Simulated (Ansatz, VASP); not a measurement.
One calculation of CdC2, two programs

Contents of INCAR:

```
SYSTEM = CdC2
ALGO = Normal
EDIFF = 1E-8
ENCUT = 520
GGA = PE
ISIF = 2
ISMEAR = 0
LASPH = .True.
LCHARG = .False.
LEFG = .True.
LREAL = .False.
LWAVE = .False.
NBANDS = 17
NELM = 100
PREC = Accurate
SIGMA = 0.01
```

File KPOINTS:

```
k-points
0
Gamma
  8 8 8
  0 0 0
```

File POSCAR:

```
CdC2
1.0
   -2.2175080081      2.2175080081      2.7173320875
    2.2175080081     -2.2175080081      2.7173320875
    2.2175080081      2.2175080081     -2.7173320875
Cd C
1 2
Direct
    0.0000000000      0.0000000000      0.0000000000
    0.6142504247      0.6142504247      0.0000000000
    0.3857495753      0.3857495753      0.0000000000
```

Input for Ansatz:

```yaml
crystal:
  lattice:
    - [-2.2175080081, 2.2175080081, 2.7173320875]
    - [2.2175080081, -2.2175080081, 2.7173320875]
    - [2.2175080081, 2.2175080081, -2.7173320875]
  atoms:
    - { symbol: Cd, position: [0.0, 0.0, 0.0] }
    - { symbol: C, position: [0.6142504247, 0.6142504247, 0.0] }
    - { symbol: C, position: [0.3857495753, 0.3857495753, 0.0] }
basis:
  ecutwfc: 420
kpoints:
  mp_grid: { grid: [8, 8, 8] }
hamiltonian:
  xc: pbe
scf:
  occupations: { method: fixed }
output:
  forces: true
  stress: true
  eigenvalues: true
  efg: {}
checkpoint:
  read: start.run
  write: ck
  compress: false
  write_wavefunctions: false
  write_every: 100000
```

Alike in both runs: task electric field gradients; functional PBE; k mesh 8 × 8 × 8; no spin polarisation.

|  | VASP | Ansatz |
| --- | --- | --- |
| version | VASP 6.6.1 | Ansatz 0.2.0 |
| potentials or method | VASP PAW PBE potentials, release 64 (Cd, C), cutoff 520 eV | scalar-relativistic, plane waves, PAW |
| occupations | gaussian, width 0.01 eV | fixed |
| valence electrons in the cell | 20 | 28 |

|  | VASP | Ansatz | Ansatz less VASP |
| --- | --- | --- | --- |
| gap on the k mesh at the Fermi level (eV) | 3.71 | 3.69 | -0.019 |
| least direct gap on the mesh (eV) | 4.18 | 4.16 | -0.023 |
| pressure (GPa) | 0.6 | 0.0 | -0.58 |
| traceless stress, the component that is largest in VASP (GPa) | 1.11 | 0.00 | -1.111 |
| size of Vzz on the site where it differs most (V/Å²) | 419.5 | 395.2 | -24.25 |

VASP's potentials hold 20 valence electrons a cell and Ansatz's 28, so a difference there can come from the potentials and not from the codes.
